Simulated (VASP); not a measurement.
Wanted: the native input for a VASP 6.6.1 run.

```yaml
Task: single point
Functional: PBEsol
Potentials_or_basis: VASP PAW PBE potentials, release 64 (C)
Cutoff: 520 eV
k_mesh: 24 × 24 × 8
Occupations: gaussian, width 0.1 eV
Spin: no spin polarisation
Dipole_correction: no
Further_INCAR_settings: ALGO = Normal; EDIFF = 1e-06; NBANDS = 16
```

The structure of C lies in POSCAR:

```
C
1.0
    2.3851321370      0.0000000000      0.0000000000
   -1.1925660685      2.0655850220      0.0000000000
    0.0000000000      0.0000000000      7.2509065036
C
4
Direct
    0.0000000000      0.0000000000      0.2500000000
    0.0000000000      0.0000000000      0.7500000000
    0.3333333333      0.6666666667      0.2500000000
    0.6666666667      0.3333333333      0.7500000000
```

This cell differs from its parent crystal: biaxial strain in the a-b plane: -3.0 %, then relaxed in part.

These files were run (other wordings do the same):

INCAR

```
SYSTEM = C
PREC = Accurate
ENCUT = 520
EDIFF = 1E-6
ISMEAR = 0
SIGMA = 0.1
LREAL = .False.
LASPH = .True.
NELM = 80
ALGO = Normal
ISIF = 2
LWAVE = .False.
LCHARG = .True.
GGA = PS
LELF = .True.
LVHAR = .True.
NBANDS = 16
```

KPOINTS

```
regular mesh
0
Gamma
  24 24 8
  0 0 0
```

Potentials or basis: VASP PAW PBE potentials, release 64 (C).

Launch:

```console
$ cat potpaw_PBE.64/C/POTCAR > POTCAR
$ mpirun -np 1 vasp_std > vasp.out
```

It gave:

```yaml
Pressure: 27.7 GPa
Band_gap_on_the_k_mesh: zero (band 8 reaches 4.53 eV, above the bottom of band 9 at 4.52 eV)
```

Caveat: the cell differs from its parent crystal (biaxial strain in the a-b plane: -3.0 %, then relaxed in part); the PAW data sets were made with another functional, which shifts forces and pressure a little; this functional lacks dispersion, which binds the layers, so the pressure and a relaxed spacing across them are unreliable.

Run time: 110 s on 1 thread of Intel(R) Xeon(R) Platinum 8375C CPU @ 2.90GHz (Ice Lake), on a shared host, peak memory 0.23 GiB.
